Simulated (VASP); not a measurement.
Set up this calculation in VASP 6.6.1, as the native input.

```
Task                   : single point
Functional             : PBEsol
Potentials or basis    : VASP PAW PBE potentials, release 64 (Zr_sv)
Cutoff                 : 520 eV
k mesh                 : 18 × 18 × 18
Occupations            : gaussian, width 0.15 eV
Spin                   : no spin polarisation
Dipole correction      : no
Further INCAR settings : ALGO = Fast; EDIFF = 1e-06; NBANDS = 12
```

The structure of Zr lies in POSCAR:

```
Zr
1.0
    0.0000000000      2.4354000000      2.3452000000
    2.4354000000      0.0000000000      2.3452000000
    2.4354000000      2.4354000000      0.0000000000
Zr
1
Direct
    0.0000000000      0.0000000000      0.0000000000
```

This cell differs from its parent crystal: strain +0.080 along x and y, +0.040 along z.

One way to write it, as run:

INCAR

```
SYSTEM = Zr
ALGO = Fast ; EDIFF = 1E-6
ENCUT = 520 ; GGA = PS
ISIF = 2 ; ISMEAR = 0
LASPH = .True. ; LCHARG = .False.
LREAL = .False. ; LWAVE = .False.
NBANDS = 12 ; NELM = 60
PREC = Accurate ; SIGMA = 0.15
```

KPOINTS

```
k-points
0
Gamma
  18 18 18
  0 0 0
```

Potentials or basis: VASP PAW PBE potentials, release 64 (Zr_sv).

Launch:

```console
$ cat potpaw_PBE.64/Zr_sv/POTCAR > POTCAR
$ mpirun -np 1 vasp_std > vasp.out
```

Results of the run:

The pressure is -14.7 GPa and the band gap on the k mesh is zero (band 6 reaches 7.77 eV, above the bottom of band 7 at 6.39 eV).

Caveat: the cell differs from its parent crystal (strain +0.080 along x and y, +0.040 along z); the PAW data sets were made with another functional, which shifts forces and pressure a little.

Wall time 2.8 min on 1 thread of Intel(R) Xeon(R) 6975P-C (Granite Rapids) (shared host), peak memory 0.27 GiB.
